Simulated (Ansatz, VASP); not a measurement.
Be4Se: VASP beside Ansatz

Contents of INCAR:

```
PREC = Accurate
ENCUT = 520
EDIFF = 1E-7
ISMEAR = 0
SIGMA = 0.1
LREAL = False
LASPH = True
NELM = 100
ALGO = Normal
ISIF = 2
LWAVE = False
LCHARG = False
GGA = PE
NBANDS = 15
```

Contents of KPOINTS:

```
regular mesh
0
Gamma
  4 4 4
```

POSCAR

```
Be4Se
1.0
    5.8989939000      0.0000000000      0.0000000000
    0.0000000000      5.8989939000      0.0000000000
    0.0000000000      0.0000000000      5.8989939000
Be Se
4 1
Direct
    0.2500000000      0.2500000000      0.2500000000
    0.7500000000      0.7500000000      0.2500000000
    0.7500000000      0.2500000000      0.7500000000
    0.2500000000      0.7500000000      0.7500000000
    0.0000000000      0.0000000000      0.0000000000
```

Input for Ansatz:

```yaml
crystal:
  lattice:
    - [5.8989939, 0.0, 0.0]
    - [0.0, 5.8989939, 0.0]
    - [0.0, 0.0, 5.8989939]
  atoms:
    - { symbol: Be, position: [0.25, 0.25, 0.25] }
    - { symbol: Be, position: [0.75, 0.75, 0.25] }
    - { symbol: Be, position: [0.75, 0.25, 0.75] }
    - { symbol: Be, position: [0.25, 0.75, 0.75] }
    - { symbol: Se, position: [0.0, 0.0, 0.0] }
basis:
  ecutwfc: 420
kpoints:
  mp_grid: { grid: [4, 4, 4] }
hamiltonian:
  xc: pbe
scf:
  occupations: { method: gaussian, width: 0.1 }
  lower_state_search: "off"
output:
  forces: true
  stress: true
  eigenvalues: true
```

Change from the starting cell: ordered vacancies on the anion sites of cuprite (P-43m, No. 215).

Alike in both runs: task single point; functional PBE; k mesh 4 × 4 × 4; occupations gaussian, width 0.1 eV; no spin polarisation.

|  | VASP | Ansatz |
| --- | --- | --- |
| version | VASP 6.6.1 | Ansatz 0.2.0 |
| potentials or method | VASP PAW PBE potentials, release 64 (Be, Se), cutoff 520 eV | scalar-relativistic, plane waves, PAW |
| valence electrons in the cell | 14 | 24 |

|  | VASP | Ansatz | Ansatz less VASP |
| --- | --- | --- | --- |
| gap on the k mesh at the Fermi level (eV) | none | none | - |
| pressure (GPa) | -5.6 | -5.6 | 0.00 |

A gap of «none» marks a metal or a gap that the smearing closes. VASP's potentials hold 14 valence electrons a cell and Ansatz's 24, so a difference there can come from the potentials and not from the codes.
